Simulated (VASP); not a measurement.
# LiH (Fm-3m) in VASP: notebook

The runs below take LiH through vibrations by perturbation theory, with PBEsol.

Everything below comes from runs of VASP 6.6.1. Logs are shortened: lines on timing, memory, paths and dates and some standing lists are left out, and cuts for length are marked.

## (1) The cell of the first run

The structure is cubic, space group Fm-3m (No. 225). Conventional cell: a = 3.981 Å, b = 3.981 Å, c = 3.981 Å, α = 90.00°, β = 90.00°, γ = 90.00°. Within 2.6 Å of Li (site symmetry m-3m) lie 6 H at 1.99 Å. Within 2.6 Å of H (site symmetry m-3m) lie 6 Li at 1.99 Å.

## (2) Vibrations by perturbation theory, PBEsol

The input, INCAR:

```
SYSTEM = LiH
PREC = Accurate
ENCUT = 520
EDIFF = 1E-8
ISMEAR = 0
SIGMA = 0.01
LREAL = .False.
LASPH = .True.
NELM = 60
ALGO = Normal
ISIF = 2
LWAVE = .False.
LCHARG = .False.
GGA = PS
NBANDS = 9
IBRION = 8
NSW = 1
```

The input, KPOINTS:

```
Automatic mesh
0
Gamma
  10 10 10
  0 0 0
```

The input, POSCAR:

```
LiH
1.0
    1.9903724901      1.9903724901      0.0000000000
   -1.9903724901      1.9903724901      0.0000000000
    0.0000000000      1.9903724901      1.9903724901
Li H
1 1
Direct
    0.0000000000      0.0000000000      0.0000000000
    0.5000000000      0.5000000000      0.0000000000
```

Potentials or basis: VASP PAW PBE potentials, release 64 (Li_sv, H).

Command:

```bash
$ cat potpaw_PBE.64/Li_sv/POTCAR potpaw_PBE.64/H/POTCAR > POTCAR
$ mpirun -np 1 vasp_std > vasp.out
```

OUTCAR:

```text
SYSTEM = LiH
   PREC = Accurate
   ENCUT = 520
   EDIFF = 1E-8
   ISMEAR = 0
   LREAL = .False.
   LASPH = .True.
   NELM = 60
   ISIF = 2
   GGA = PS
   IBRION = 8
   NSW = 1

 ion  position               nearest neighbor table
   1  0.000  0.000  0.000-
   2  0.500  0.500  0.000-

  LATTYP: Found a face centered cubic cell.
 ALAT       =     3.9807449802

  Lattice vectors:

 A1 = (   0.0000000000,   1.9903724901,   1.9903724901)
 A2 = (   1.9903724901,   0.0000000000,   1.9903724901)
 A3 = (   1.9903724901,   1.9903724901,   0.0000000000)

Analysis of symmetry for initial positions (statically):
=====================================================================
 Subroutine PRICEL returns:
 Original cell was already a primitive cell.

 Routine SETGRP: Setting up the symmetry group for a
 face centered cubic supercell.

 Subroutine GETGRP returns: Found 48 space group operations
 (whereof 48 operations were pure point group operations)
 out of a pool of 48 trial point group operations.

The static configuration has the point symmetry O_h .

Analysis of symmetry for dynamics (positions and initial velocities):
=====================================================================
 Subroutine PRICEL returns:
 Original cell was already a primitive cell.

 Routine SETGRP: Setting up the symmetry group for a
 face centered cubic supercell.

 Subroutine GETGRP returns: Found 48 space group operations
 (whereof 48 operations were pure point group operations)
 out of a pool of 48 trial point group operations.

The dynamic configuration has the point symmetry O_h .

 Subroutine INISYM returns: Found 48 space group operations
 (whereof 48 operations are pure point group operations),
 and found     1 'primitive' translations

----------------------------------------------------------------------------------------
[... 448 lines left out ...]
  in kB       -1.9761529     -1.9761529     -1.9761529     -0.0000000     -0.0000000      0.0000000
  external PRESSURE =      -1.9761529 kB  Pullay stress =       0.0000000 kB

 VOLUME and BASIS-vectors are now :
 -----------------------------------------------------------------------------
  energy-cutoff  :      520.00
  volume of cell :       15.77
      direct lattice vectors                 reciprocal lattice vectors
     1.990372490  1.990372490  0.000000000     0.251209260  0.251209260 -0.251209260
    -1.990372490  1.990372490  0.000000000    -0.251209260  0.251209260 -0.251209260
     0.000000000  1.990372490  1.990372490     0.000000000  0.000000000  0.502418520

 POSITION                                       TOTAL-FORCE (eV/Angst)
 -----------------------------------------------------------------------------------
      0.00000      0.00000      0.00000        -0.000000      0.000000      0.000000
      0.00000      1.99037      0.00000         0.000000     -0.000000      0.000000
 -----------------------------------------------------------------------------------
    total drift:                                0.000000     -0.000000     -0.000000

  FREE ENERGIE OF THE ION-ELECTRON SYSTEM (eV)
  ---------------------------------------------------
  free  energy   TOTEN  =        -6.1204163572 eV

  energy  without entropy=       -6.1204163572  energy(sigma->0) =       -6.12041636

[... ionic steps 2 to 3 ...]

--------------------------------------- Ionic step        4  -------------------------------------------

------------------------ aborting loop because EDIFF is reached ----------------------------------------

[... ionic steps 5 to 6 ...]

--------------------------------------- Ionic step        7  -------------------------------------------

 Free energy of the ion-electron system (eV)
  ---------------------------------------------------
  ---------------------------------------------------
  free energy    TOTEN  =        -0.01746437 eV

  energy without entropy =       -0.01746437

------------------------ aborting loop because EDIFF is reached ----------------------------------------

 INTERNAL STRAIN TENSOR  FOR ION    2  DIRECTION 1   (eV/Angst):
 -----------------------------------------------------------------------------
    -0.00133  0.00000  0.00000
     0.00000  0.00402 -0.00000
    -0.00000 -0.00000  0.00402

 INTERNAL STRAIN TENSOR FOR ION    2 for displacements in x,y,z  (eV/Angst):
          X           Y           Z          XY          YZ          ZX
  --------------------------------------------------------------------------------
  x     0.00000     0.00000     0.00000     0.00000     0.00000     0.00000
  y     0.00000     0.00000     0.00000     0.00000     0.00000     0.00000
  z     0.00000     0.00000     0.00000     0.00000     0.00000     0.00000

 SECOND DERIVATIVES (NOT SYMMETRIZED)
 ------------------------------------
               1X          1Y          1Z          2X          2Y          2Z
  1X    -1.254257   -0.000000    0.000000    1.254257    0.000000   -0.000000
  1Y     0.000000   -1.254257   -0.000000   -0.000000    1.254257    0.000000
  1Z     0.000000    0.000000   -1.254257   -0.000000   -0.000000    1.254257
  2X     1.257406    0.000000    0.000000   -1.257406    0.000000    0.000000
  2Y     0.000000    1.257406    0.000000    0.000000   -1.257406    0.000000
  2Z     0.000000    0.000000    1.257406    0.000000    0.000000   -1.257406

 Eigenvectors and eigenvalues of the dynamical matrix
 ----------------------------------------------------

   1 f  =   18.736042 THz   117.722026 2PiTHz  624.967100 cm-1    77.486010 meV
             X         Y         Z           dx          dy          dz
      0.000000  0.000000  0.000000     0.000000   -0.000000   -0.352945
      0.000000  1.990372  0.000000     0.000000    0.000000    0.935644
[... 21 lines left out ...]
   6 f/i=    0.007758 THz     0.048743 2PiTHz    0.258770 cm-1     0.032083 meV
             X         Y         Z           dx          dy          dz
      0.000000  0.000000  0.000000     0.921437    0.159090   -0.032777
      0.000000  1.990372  0.000000     0.347586    0.060012   -0.012364

--------------------------------------------------------------------------------------------------------

 ELASTIC MODULI CONTR FROM IONIC RELAXATION (kBar)
 Direction    XX          YY          ZZ          XY          YZ          ZX
 --------------------------------------------------------------------------------
 XX           0.0000      0.0000      0.0000      0.0000      0.0000      0.0000
 YY           0.0000      0.0000      0.0000      0.0000      0.0000      0.0000
 ZZ           0.0000      0.0000      0.0000      0.0000      0.0000      0.0000
 XY           0.0000      0.0000      0.0000      0.0000      0.0000      0.0000
 YZ           0.0000      0.0000      0.0000      0.0000      0.0000      0.0000
 ZX           0.0000      0.0000      0.0000      0.0000      0.0000      0.0000
 --------------------------------------------------------------------------------
```

stdout:

```text
POSCAR found type information on POSCAR LiH
 POSCAR found :  2 types and       2 ions
 scaLAPACK will be used
 -----------------------------------------------------------------------------
|                                                                             |
|                                                                             |
|     You enforced a specific xc type in the INCAR file but a different       |
|     I HOPE YOU KNOW WHAT YOU ARE DOING!                                     |
|                                                                             |
 -----------------------------------------------------------------------------

 LDA part: xc-table for (Slater+PW92), standard interpolation
 POSCAR, INCAR and KPOINTS ok, starting setup
 FFT: planning ... GRIDC
 FFT: planning ... GRID_SOFT
 FFT: planning ... GRID
 WAVECAR not read
 entering main loop
 Linear response reoptimize wavefunctions to high precision
 Linear response DOF=           2
 Linear response progress:
 first order change of Fermi-energy   0.11596E-03
 force on displaced ion       1 direction 1 :  -1.254  -0.000   0.000
 Linear response progress:
 first order change of Fermi-energy  -0.32350E-03
 force on displaced ion       2 direction 1 :  -1.257   0.000  -0.000
 Linear response finished
```

It took 45 s on 1 thread of Intel Xeon 6975P-C, shared host; peak memory 0.17 GiB.

Results:

```yaml
Highest_phonon_frequency_at_Γ_LO-TO_splitting_left_out: 625 cm⁻¹
```

Phonon frequencies in cm⁻¹ (negative: imaginary):
```tsv
q point	frequencies
(0.000, 0.000, 0.000)	0 0 0 625 625 625
```

Caveat: the cutoff is under 1.25 times the usual one of these potentials, so pressure, stress and relaxed cells hold a basis-set (Pulay) error; the PAW data sets were made with another functional, which shifts forces and pressure a little.

## (3) Vibrations by perturbation theory, PBEsol

This run uses another cell than the first one, of 8.36 Å³/atom, 1.061 times its volume.

The input, INCAR:

```
SYSTEM = LiH
  PREC = Accurate
  ENCUT = 520
  EDIFF = 1E-8
  ISMEAR = 0
  SIGMA = 0.01
  LREAL = .FALSE.
  LASPH = .TRUE.
  NELM = 100
  ALGO = Normal
  ISIF = 2
  LWAVE = .FALSE.
  LCHARG = .FALSE.
  GGA = PS
  IBRION = 8
  NSW = 1
```

The input, KPOINTS:

```
Automatic mesh
0
G
  10 10 10
  0 0 0
```

The input, POSCAR:

```
LiH
1.0
    2.0297660473      2.0297660473      0.0000000000
   -2.0297660473      2.0297660473      0.0000000000
    0.0000000000      2.0297660473      2.0297660473
Li H
1 1
Direct
    0.0000000000      0.0000000000      0.0000000000
    0.5000000000      0.5000000000      0.0000000000
```

Potentials or basis: VASP PAW PBE potentials, release 64 (Li_sv, H).

Command:

```bash
$ cat potpaw_PBE.64/Li_sv/POTCAR potpaw_PBE.64/H/POTCAR > POTCAR
$ mpirun -np 1 vasp_std > vasp.out
```

OUTCAR:

```text
SYSTEM = LiH
   PREC = Accurate
   ENCUT = 520
   EDIFF = 1E-8
   ISMEAR = 0
   LREAL = .FALSE.
   LASPH = .TRUE.
   NELM = 100
   ISIF = 2
   GGA = PS
   IBRION = 8
   NSW = 1

 ion  position               nearest neighbor table
   1  0.000  0.000  0.000-
   2  0.500  0.500  0.000-

  LATTYP: Found a face centered cubic cell.
 ALAT       =     4.0595320946

  Lattice vectors:
[... 470 lines left out ...]

 SECOND DERIVATIVES (NOT SYMMETRIZED)
 ------------------------------------
               1X          1Y          1Z          2X          2Y          2Z
  1X    -1.022018   -0.000000    0.000000    1.022018    0.000000   -0.000000
  1Y     0.000000   -1.022018   -0.000000   -0.000000    1.022018    0.000000
  1Z    -0.000000   -0.000000   -1.022018    0.000000    0.000000    1.022018
  2X     1.039244    0.000000    0.000000   -1.039244    0.000000    0.000000
  2Y     0.000000    1.039244    0.000000    0.000000   -1.039244    0.000000
  2Z     0.000000    0.000000    1.039244    0.000000    0.000000   -1.039244

 Eigenvectors and eigenvalues of the dynamical matrix
 ----------------------------------------------------

   1 f  =   17.018394 THz   106.929724 2PiTHz  567.672523 cm-1    70.382391 meV
             X         Y         Z           dx          dy          dz
      0.000000  0.000000  0.000000    -0.248027    0.248027    0.000000
      0.000000  2.029766  0.000000     0.662180   -0.662180   -0.000000
[... 21 lines left out ...]
   6 f/i=    0.046716 THz     0.293527 2PiTHz    1.558288 cm-1     0.193203 meV
             X         Y         Z           dx          dy          dz
      0.000000  0.000000  0.000000    -0.482545   -0.797707   -0.088199
      0.000000  2.029766  0.000000    -0.180743   -0.298790   -0.033036

--------------------------------------------------------------------------------------------------------

 ELASTIC MODULI CONTR FROM IONIC RELAXATION (kBar)
 Direction    XX          YY          ZZ          XY          YZ          ZX
 --------------------------------------------------------------------------------
 XX           0.0000      0.0000      0.0000      0.0000      0.0000      0.0000
 YY           0.0000      0.0000      0.0000      0.0000      0.0000      0.0000
 ZZ           0.0000      0.0000      0.0000      0.0000      0.0000      0.0000
 XY           0.0000      0.0000      0.0000      0.0000      0.0000      0.0000
 YZ           0.0000      0.0000      0.0000      0.0000      0.0000      0.0000
 ZX           0.0000      0.0000      0.0000      0.0000      0.0000      0.0000
 --------------------------------------------------------------------------------
```

stdout:

```text
POSCAR found type information on POSCAR LiH
 POSCAR found :  2 types and       2 ions
 scaLAPACK will be used
 -----------------------------------------------------------------------------
|                                                                             |
|                                                                             |
|     You enforced a specific xc type in the INCAR file but a different       |
|     I HOPE YOU KNOW WHAT YOU ARE DOING!                                     |
|                                                                             |
 -----------------------------------------------------------------------------

 LDA part: xc-table for (Slater+PW92), standard interpolation
 POSCAR, INCAR and KPOINTS ok, starting setup
 FFT: planning ... GRIDC
 FFT: planning ... GRID_SOFT
 FFT: planning ... GRID
 WAVECAR not read
 entering main loop
 Linear response reoptimize wavefunctions to high precision
 Linear response DOF=           2
 Linear response progress:
 first order change of Fermi-energy  -0.83333E-04
 force on displaced ion       1 direction 1 :  -1.022   0.000  -0.000
 Linear response progress:
 first order change of Fermi-energy   0.12838E-03
 force on displaced ion       2 direction 1 :  -1.039   0.000  -0.000
 Linear response finished
```

It took 37 s on 1 thread of Intel Xeon 6975P-C, shared host; peak memory 0.16 GiB.

Results:

| Property | Result |
| --- | --- |
| Highest phonon frequency at Γ, LO-TO splitting left out | 568 cm⁻¹ |

Phonon frequencies in cm⁻¹ (negative: imaginary):
```
              q point           frequencies
(0.000, 0.000, 0.000)  -2 -2 -2 568 568 568
```

Caveat: the cell wasn't relaxed at this level first, which shifts response properties; the cutoff is under 1.25 times the usual one of these potentials, so pressure, stress and relaxed cells hold a basis-set (Pulay) error; the PAW data sets were made with another functional, which shifts forces and pressure a little.
